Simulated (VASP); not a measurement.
# AgCl in VASP: settings compared

AgCl is run at these levels: PBE, r2SCAN; tasks: single point.

Everything below comes from runs of VASP 6.6.1. Logs are shortened: lines on timing, memory, paths and dates and some standing lists are left out, and cuts for length are marked.

## 1. The cell of the first run

The structure is cubic, space group Fm-3m (No. 225). Conventional cell: a = 5.824 Å, b = 5.824 Å, c = 5.824 Å, α = 90.00°, β = 90.00°, γ = 90.00°. Ag (site symmetry m-3m) has 6 Cl at 2.91 Å within 3.8 Å. Within 3.8 Å of Cl (site symmetry m-3m) lie 6 Ag at 2.91 Å.

## 2. Single point, PBE (strain +5.0%)

INCAR reads:

```
SYSTEM = AgCl
PREC = Accurate
ENCUT = 520
EDIFF = 1E-7
ISMEAR = -1
SIGMA = 0.02
LREAL = .False.
LASPH = .True.
NELM = 100
ALGO = Normal
ISIF = 2
LWAVE = .False.
LCHARG = .True.
GGA = PE
LELF = .True.
LVHAR = .True.
NBANDS = 16
```

KPOINTS reads:

```
regular mesh
0
Gamma
  8 8 8
  0 0 0
```

POSCAR reads:

```
AgCl
1.0
    0.0000000000      2.9118430048      2.9118430048
    2.9118430048      0.0000000000      2.9118430048
    2.9118430048      2.9118430048      0.0000000000
Ag Cl
1 1
Direct
    0.0000000000      0.0000000000      0.0000000000
    0.5000000000      0.5000000000      0.5000000000
```

Potentials or basis: VASP PAW PBE potentials, release 64 (Ag, Cl).

Run with:

```sh
cat potpaw_PBE.64/Ag/POTCAR potpaw_PBE.64/Cl/POTCAR > POTCAR
mpirun -np 1 vasp_std > vasp.out
```

OUTCAR:

```text
SYSTEM = AgCl
   PREC = Accurate
   ENCUT = 520
   EDIFF = 1E-7
   ISMEAR = -1
   LREAL = .False.
   LASPH = .True.
   NELM = 100
   ISIF = 2
   GGA = PE

 ion  position               nearest neighbor table
   1  0.000  0.000  0.000-   2 2.91   2 2.91   2 2.91   2 2.91   2 2.91   2 2.91
   2  0.500  0.500  0.500-   1 2.91   1 2.91   1 2.91   1 2.91   1 2.91   1 2.91

  LATTYP: Found a face centered cubic cell.
 ALAT       =     5.8236860096

  Lattice vectors:

 A1 = (   0.0000000000,   2.9118430048,   2.9118430048)
 A2 = (   2.9118430048,   0.0000000000,   2.9118430048)
 A3 = (   2.9118430048,   2.9118430048,   0.0000000000)

Analysis of symmetry for initial positions (statically):
=====================================================================
 Subroutine PRICEL returns:
 Original cell was already a primitive cell.

 Routine SETGRP: Setting up the symmetry group for a
 face centered cubic supercell.

 Subroutine GETGRP returns: Found 48 space group operations
 (whereof 48 operations were pure point group operations)
 out of a pool of 48 trial point group operations.

The static configuration has the point symmetry O_h .

Analysis of symmetry for dynamics (positions and initial velocities):
=====================================================================
 Subroutine PRICEL returns:
 Original cell was already a primitive cell.

 Routine SETGRP: Setting up the symmetry group for a
 face centered cubic supercell.

 Subroutine GETGRP returns: Found 48 space group operations
 (whereof 48 operations were pure point group operations)
 out of a pool of 48 trial point group operations.

The dynamic configuration has the point symmetry O_h .

 Subroutine INISYM returns: Found 48 space group operations
 (whereof 48 operations are pure point group operations),
 and found     1 'primitive' translations

----------------------------------------------------------------------------------------

                                     Primitive cell

  volume of cell :      49.3780

  direct lattice vectors                    reciprocal lattice vectors
     0.000000000  2.911843005  2.911843005    -0.171712554  0.171712554  0.171712554
     2.911843005  0.000000000  2.911843005     0.171712554 -0.171712554  0.171712554
     2.911843005  2.911843005  0.000000000     0.171712554  0.171712554 -0.171712554

  length of vectors
     4.117967869  4.117967869  4.117967869     0.297414868  0.297414868  0.297414868

  position of ions in fractional coordinates (direct lattice)
     0.000000000  0.000000000  0.000000000
     0.500000000  0.500000000  0.500000000

  ion indices of the primitive-cell ions
   primitive index   ion index
                 1           1
                 2           2

----------------------------------------------------------------------------------------

 KPOINTS: regular mesh

Automatic generation of k-mesh.
 Grid dimensions read from file:
 generate k-points for:    8    8    8

 Generating k-lattice:

  Cartesian coordinates                     Fractional coordinates (reciprocal lattice)
    -0.021464069  0.021464069  0.021464069     0.125000000  0.000000000  0.000000000
     0.021464069 -0.021464069  0.021464069     0.000000000  0.125000000  0.000000000
     0.021464069  0.021464069 -0.021464069     0.000000000  0.000000000  0.125000000

  Length of vectors
     0.037176859  0.037176859  0.037176859

  Shift w.r.t. Gamma in fractional coordinates (k-lattice)
     0.000000000  0.000000000  0.000000000

 Subroutine IBZKPT returns following result:
 ===========================================

 Found     29 irreducible k-points:

 Following reciprocal coordinates:
            Coordinates               Weight
  0.000000  0.000000  0.000000      1.000000
  0.125000  0.000000  0.000000      8.000000
  0.250000  0.000000  0.000000      8.000000
  0.375000  0.000000  0.000000      8.000000
  0.500000  0.000000  0.000000      4.000000
  0.125000  0.125000  0.000000      6.000000
[... 16 lines left out ...]
  0.500000  0.250000  0.125000     48.000000
 -0.375000  0.250000  0.125000     24.000000
 [... further k-points ...]
   k-points           NKPTS =     29   k-points in BZ     NKDIM =     29   number of bands    NBANDS=     16
   number of dos      NEDOS =    301   number of ions     NIONS =      2
   total plane-waves  NPLWV =  32768
   dimension x,y,z NGX =    32 NGY =   32 NGZ =   32
   dimension x,y,z NGXF=    64 NGYF=   64 NGZF=   64
   ions per type =               1   1
   NGX,Y,Z   is equivalent  to a cutoff of  12.92, 12.92, 12.92 a.u.
   NGXF,Y,Z  is equivalent  to a cutoff of  25.84, 25.84, 25.84 a.u.
 SYSTEM =  AgCl
   PREC   = accura    normal or accurate (medium, high low for compatibility)
   ISTART =      0    job   : 0-new  1-cont  2-samecut
   ICHARG =      2    charge: 1-file 2-atom 10-const
   ISPIN  =      1    spin polarized calculation?
   LNONCOLLINEAR =      F non collinear calculations
   LSORBIT =      F    spin-orbit coupling
   LASPH  =      T    aspherical Exc in radial PAW
   ENCUT  =  520.0 eV  38.22 Ry    6.18 a.u.   7.66  7.66  7.66*2*pi/ulx,y,z
   NELM   =    100;   NELMIN=  2; NELMDL= -5     # of ELM steps
   EDIFF  = 0.1E-06   stopping-criterion for ELM
   LREAL  =      F    real-space projection
   EDIFFG = 0.1E-05   stopping-criterion for IOM
   NSW    =      0    number of steps for IOM
   IBRION =     -1    ionic relax: 0-MD 1-quasi-New 2-CG
   NFREE  =      0    steps in history (QN), initial steepest desc. (CG)
   ISIF   =      2    stress and relaxation
   ISYM   =      2    0-nonsym 1-usesym 2-fastsym
   POTIM  = 0.5000    time-step for ionic-motion
   TEBEG  =    0.0;   TEEND  =   0.0 temperature during run
   PSTRESS=    0.0 pullay stress
   NELECT =      18.0000    total number of electrons
   NUPDOWN=      -1.0000    fix difference up-down
   EMIN   =  10.00;   EMAX   =-10.00  energy-range for DOS
   EFERMI =   0.00;   METHOD = LEGACY
   ISMEAR =    -1;   SIGMA  =   0.02  broadening in eV -4-tet -1-fermi 0-gaus
   EFERMI_NEDOS =   21; number of points for ismear=-14 and -15
   IALGO  =     38    algorithm
   IMIX   =      4    mixing-type and parameters
     AMIX     =   0.40;   BMIX     =  1.00
     AMIX_MAG =   1.60;   BMIX_MAG =  1.00
  volume/ion in A,a.u.               =      24.69       166.61
[... 36 lines left out ...]
      3       0.1573      2.00000
      4       0.1573      2.00000
      5       0.1918      2.00000
      6       0.1918      2.00000
[... 8 lines left out ...]
     15      14.5766      0.00000
     16      14.5767      0.00000

 k-point     2 :       0.1250    0.0000    0.0000
  band No.  band energies     occupation
      1     -12.1085      2.00000
      2      -0.3372      2.00000
      3      -0.3171      2.00000
      4      -0.3171      2.00000
      5       0.1953      2.00000
      6       0.1953      2.00000
[... 8 lines left out ...]
     15      13.8781      0.00000
     16      14.3916      0.00000

 k-point     3 :       0.2500    0.0000    0.0000
  band No.  band energies     occupation
      1     -12.0110      2.00000
      2      -1.1617      2.00000
      3      -0.7797      2.00000
      4      -0.7797      2.00000
      5       0.2814      2.00000
      6       0.2814      2.00000
[... 8 lines left out ...]
     15      14.3078      0.00000
     16      14.3078      0.00000

 k-point     4 :       0.3750    0.0000    0.0000
  band No.  band energies     occupation
      1     -11.9095      2.00000
      2      -1.7816      2.00000
      3      -1.0771      2.00000
      4      -1.0771      2.00000
      5       0.3699      2.00000
      6       0.3699      2.00000
[... 8 lines left out ...]
     15      15.2162      0.00000
     16      15.2162      0.00000

 k-point     5 :       0.5000    0.0000    0.0000
  band No.  band energies     occupation
      1     -11.8661      2.00000
      2      -2.0071      2.00000
      3      -1.1794      2.00000
      4      -1.1794      2.00000
      5       0.4073      2.00000
      6       0.4073      2.00000
[... 8 lines left out ...]
     15      15.8567      0.00000
     16      15.8567      0.00000

 k-point     6 :       0.1250    0.1250    0.0000
  band No.  band energies     occupation
      1     -12.0967      2.00000
      2      -0.7500      2.00000
      3      -0.0731      2.00000
      4      -0.0731      2.00000
      5       0.1256      2.00000
      6       0.2109      2.00000
[... 8 lines left out ...]
     15      15.7313      0.00000
     16      15.7314      0.00000

 k-point     7 :       0.2500    0.1250    0.0000
  band No.  band energies     occupation
      1     -12.0220      2.00000
      2      -1.2011      2.00000
      3      -0.5107      2.00000
      4      -0.4632      2.00000
      5       0.1737      2.00000
      6       0.2984      2.00000
[... 8 lines left out ...]
     15      15.3189      0.00000
     16      15.5901      0.00000

 k-point     8 :       0.3750    0.1250    0.0000
  band No.  band energies     occupation
      1     -11.9250      2.00000
      2      -1.6023      2.00000
      3      -0.9891      2.00000
      4      -0.8649      2.00000
      5       0.2731      2.00000
      6       0.3881      2.00000
[... 8 lines left out ...]
     15      15.6391      0.00000
     16      15.8060      0.00000

 k-point     9 :       0.5000    0.1250    0.0000
  band No.  band energies     occupation
      1     -11.8632      2.00000
      2      -1.8589      2.00000
      3      -1.1594      2.00000
      4      -1.1035      2.00000
      5       0.3671      2.00000
      6       0.4178      2.00000
[... 8 lines left out ...]
     15      15.9900      0.00000
     16      16.3624      0.00000
[... 172 lines left out ...]
 k-point    19 :       0.5000    0.3750    0.0000
  band No.  band energies     occupation
      1     -11.8485      2.00000
      2      -1.2706      2.00000
      3      -0.6277      2.00000
      4      -0.5242      2.00000
      5       0.1099      2.00000
      6       0.4658      2.00000
[... 8 lines left out ...]
     15      16.8922      0.00000
     16      17.2719      0.00000

 k-point    20 :      -0.3750    0.3750    0.0000
  band No.  band energies     occupation
      1     -11.8330      2.00000
      2      -1.1694      2.00000
      3      -1.0996      2.00000
      4      -0.8654      2.00000
      5       0.2497      2.00000
      6       0.4506      2.00000
[... 8 lines left out ...]
     15      15.8620      0.00000
     16      17.5628      0.00000

 k-point    21 :       0.5000    0.5000    0.0000
  band No.  band energies     occupation
      1     -11.8452      2.00000
      2      -1.2107      2.00000
      3      -0.2168      2.00000
      4      -0.2168      2.00000
      5      -0.0585      2.00000
      6       0.3233      2.00000
[... 8 lines left out ...]
     15      17.2086      0.00000
     16      17.2089      0.00000

 k-point    22 :       0.3750    0.2500    0.1250
  band No.  band energies     occupation
      1     -11.9505      2.00000
      2      -1.4736      2.00000
      3      -0.8430      2.00000
      4      -0.5007      2.00000
      5       0.2262      2.00000
      6       0.3643      2.00000
[... 8 lines left out ...]
     15      16.0489      0.00000
     16      16.8092      0.00000

 k-point    23 :       0.5000    0.2500    0.1250
  band No.  band energies     occupation
      1     -11.8772      2.00000
      2      -1.6215      2.00000
      3      -1.0798      2.00000
      4      -0.8310      2.00000
      5       0.3058      2.00000
      6       0.4135      2.00000
[... 8 lines left out ...]
     15      16.2538      0.00000
     16      16.6919      0.00000

 k-point    24 :      -0.3750    0.2500    0.1250
  band No.  band energies     occupation
      1     -11.8463      2.00000
      2      -1.6593      2.00000
      3      -1.0898      2.00000
      4      -1.0786      2.00000
      5       0.3616      2.00000
      6       0.4118      2.00000
[... 8 lines left out ...]
     15      15.2518      0.00000
     16      16.7084      0.00000

 [... further k-points ...]

------------------------ aborting loop because EDIFF is reached ----------------------------------------

  FORCE on cell =-STRESS in cart. coord.  units (eV):
  Direction    XX          YY          ZZ          XY          YZ          ZX
  --------------------------------------------------------------------------------------
  -------------------------------------------------------------------------------------
  Total       -1.1020623     -1.1020623     -1.1020623      0.0000000      0.0000000      0.0000000
  in kB      -35.7587926    -35.7587926    -35.7587926      0.0000000      0.0000000      0.0000000
  external PRESSURE =     -35.7587926 kB  Pullay stress =       0.0000000 kB

 VOLUME and BASIS-vectors are now :
 -----------------------------------------------------------------------------
  energy-cutoff  :      520.00
  volume of cell :       49.38
      direct lattice vectors                 reciprocal lattice vectors
     0.000000000  2.911843005  2.911843005    -0.171712554  0.171712554  0.171712554
     2.911843005  0.000000000  2.911843005     0.171712554 -0.171712554  0.171712554
     2.911843005  2.911843005  0.000000000     0.171712554  0.171712554 -0.171712554

 POSITION                                       TOTAL-FORCE (eV/Angst)
 -----------------------------------------------------------------------------------
      0.00000      0.00000      0.00000         0.000000     -0.000000     -0.000000
      2.91184      2.91184      2.91184        -0.000000      0.000000      0.000000
 -----------------------------------------------------------------------------------
    total drift:                                0.000000     -0.000000     -0.000000

  FREE ENERGIE OF THE ION-ELECTRON SYSTEM (eV)
  ---------------------------------------------------
  free  energy   TOTEN  =        -5.3364422430 eV

  energy  without entropy=       -5.3364422430  energy(sigma->0) =       -5.33644224
```

Run time: 16 s. Hardware: 1 thread of Intel Xeon Platinum 8488C (Sapphire Rapids), shared host; peak memory 0.18 GiB.

Results:

| Property | Result |
| --- | --- |
| Free energy | -5.3364 eV |
| Pressure | -3.6 GPa |
| Band gap on the k mesh | 0.99 eV (least direct gap 2.73 eV) |

Levels at points of the mesh, in eV from the valence-band top:
| k point | band 5 | band 6 | band 7 | band 8 | band 9 | band 10 | band 11 | band 12 | band 13 | band 14 |
| --- | --- | --- | --- | --- | --- | --- | --- | --- | --- | --- |
| (0.00, 0.00, 0.00) | -1.91 | -1.91 | -1.75 | -1.75 | -1.75 | 0.99 | 10.90 | 10.90 | 10.90 | 12.47 |
| (0.50, 0.00, 0.00) | -1.69 | -1.69 | -1.44 | 0.00 | 0.00 | 4.60 | 5.80 | 7.89 | 7.89 | 13.06 |
| (0.50, 0.50, 0.00) | -2.16 | -1.78 | -1.61 | -1.61 | -1.60 | 2.58 | 8.19 | 8.23 | 10.80 | 10.80 |

Caveat: the cell differs from its parent crystal (strain +5.0%); the cell stands under tension. A k mesh can miss the band edges.

## 3. Single point, r2SCAN (strain +5.0%)

POSCAR is that of step 2.

INCAR.step1 reads:

```
PREC = Accurate
ENCUT = 520
ISMEAR = 0
SIGMA = 0.01
LREAL = False
LASPH = True
NELM = 80
NBANDS = 16
GGA = PE
ALGO = Normal
EDIFF = 1E-4
LWAVE = True
LCHARG = False
```

INCAR.step2 reads:

```
PREC = Accurate
ENCUT = 520
EDIFF = 1E-6
ISMEAR = 0
SIGMA = 0.01
LREAL = False
LASPH = True
NELM = 80
ALGO = Normal
ISIF = 2
LWAVE = False
LCHARG = True
METAGGA = R2SCAN
LMIXTAU = True
LELF = True
LVHAR = True
NBANDS = 16
ISTART = 1
```

KPOINTS reads:

```
Automatic mesh
0
Gamma
  8 8 8
```

Potentials or basis: VASP PAW PBE potentials, release 64 (Ag, Cl).

Run with:

```sh
cat potpaw_PBE.64/Ag/POTCAR potpaw_PBE.64/Cl/POTCAR > POTCAR
cp INCAR.step1 INCAR
mpirun -np 1 vasp_std > vasp.out
cp INCAR.step2 INCAR
mpirun -np 1 vasp_std > vasp.out
```

It took 76 s on 1 thread of Intel Xeon Platinum 8488C (Sapphire Rapids), shared host; peak memory 0.19 GiB.

Results (log left out):

```
Free energy            : -28.5188 eV
Pressure               : -5.2 GPa
Band gap on the k mesh : 1.47 eV (least direct gap 3.28 eV)
```

Levels at points of the mesh, in eV from the valence-band top:
```csv
k point,band 7,band 8,band 9,band 10,band 11,band 12
"(0.00, 0.00, 0.00)",-1.84,-1.84,-1.84,1.47,11.37,11.37
"(0.50, 0.00, 0.00)",-1.42,0.00,0.00,5.04,6.39,8.50
"(0.50, 0.50, 0.00)",-1.60,-1.60,-1.56,3.13,8.52,8.74
```

Caveat: the cell differs from its parent crystal (strain +5.0%); the cell stands under tension; the PAW data sets were made with another functional, which shifts forces and pressure a little.

## 4. Single point, PBE (epitaxial xy strain -1.0%)

INCAR reads:

```
PREC     = Accurate       # precision mode
ENCUT    = 520            # plane-wave cutoff, eV
EDIFF    = 1E-6           # SCF threshold, eV
ISMEAR   = -1             # smearing method
SIGMA    = 0.02           # smearing width, eV
LREAL    = F              # projectors in reciprocal space
LASPH    = T              # aspherical terms in the spheres
NELM     = 100            # most SCF steps
ALGO     = Normal         # electronic algorithm
ISIF     = 2              # what is computed and relaxed
LWAVE    = F              # write WAVECAR
LCHARG   = F              # write CHGCAR
GGA      = PE             # functional
NBANDS   = 16             # bands
```

KPOINTS reads:

```
regular mesh
0
Gamma
  8 8 8
```

POSCAR reads:

```
AgCl
1.0
    0.0000000000      2.7454519760      2.8044405052
    2.7454519760      0.0000000000      2.8044405052
    2.7454519760      2.7454519760      0.0000000000
Ag Cl
1 1
Direct
    0.0000000000      0.0000000000      0.0000000000
    0.5000000000      0.5000000000      0.5000000000
```

Run with:

```sh
cat potpaw_PBE.64/Ag/POTCAR potpaw_PBE.64/Cl/POTCAR > POTCAR
mpirun -np 1 vasp_std > vasp.out
```

Wall time 46 s (1 thread of Intel Xeon Platinum 8488C (Sapphire Rapids), shared host); peak memory 0.19 GiB.

It converged, with:

```
Free energy            : -5.3892 eV
Pressure               : 2.0 GPa
Band gap on the k mesh : 0.84 eV (least direct gap 3.21 eV)
```

Stress tensor (GPa, compression positive):
```
2.16 0.00 0.00
0.00 2.16 0.00
0.00 0.00 1.58
```

Levels at points of the mesh, in eV from the valence-band top:
```
           k point  band 5  band 6  band 7  band 8  band 9  band 10  band 11  band 12  band 13  band 14
(0.00, 0.00, 0.00)   -2.51   -2.50   -2.45   -2.45   -2.38     0.84    10.75    10.81    10.81    12.31
(0.50, 0.00, 0.00)   -2.18   -2.16   -1.85   -0.14    0.00     4.15     6.52     7.49     7.70    13.54
(0.50, 0.50, 0.00)   -2.90   -2.33   -2.05   -2.05   -1.96     2.32     8.03     8.45    11.60    11.60
(0.50, 0.00, 0.50)   -2.87   -2.30   -2.06   -2.04   -1.95     2.30     7.90     8.66    11.27    11.61
```

Caveat: the cell differs from its parent crystal (epitaxial xy strain -1.0%). A k mesh can miss the band edges.

## 5. Overview

```tsv
level	cell	smearing	gap on the mesh (eV)	pressure (GPa)
PBE	a = 4.118 Å, angles 60.0°, 2 atoms	fermi-dirac 0.02 eV	0.99	-3.6
r2SCAN	a = 4.118 Å, angles 60.0°, 2 atoms	gaussian 0.01 eV	1.47	-5.2
PBE	a = 3.925, b = 3.925, c = 3.883 Å, angles 60.4, 60.4, 59.3°, 2 atoms	fermi-dirac 0.02 eV	0.84	2.0
```

Alike in all rows: task single point; potentials or basis VASP PAW PBE potentials, release 64 (Ag, Cl); no spin polarisation; k mesh 8 × 8 × 8; cutoff (eV) 520.

Caveats: the cell stands under tension (at least some runs); the PAW data sets were made with another functional, which shifts forces and pressure a little (at least some runs).

Absolute energies hang on the potentials; compare differences alone.
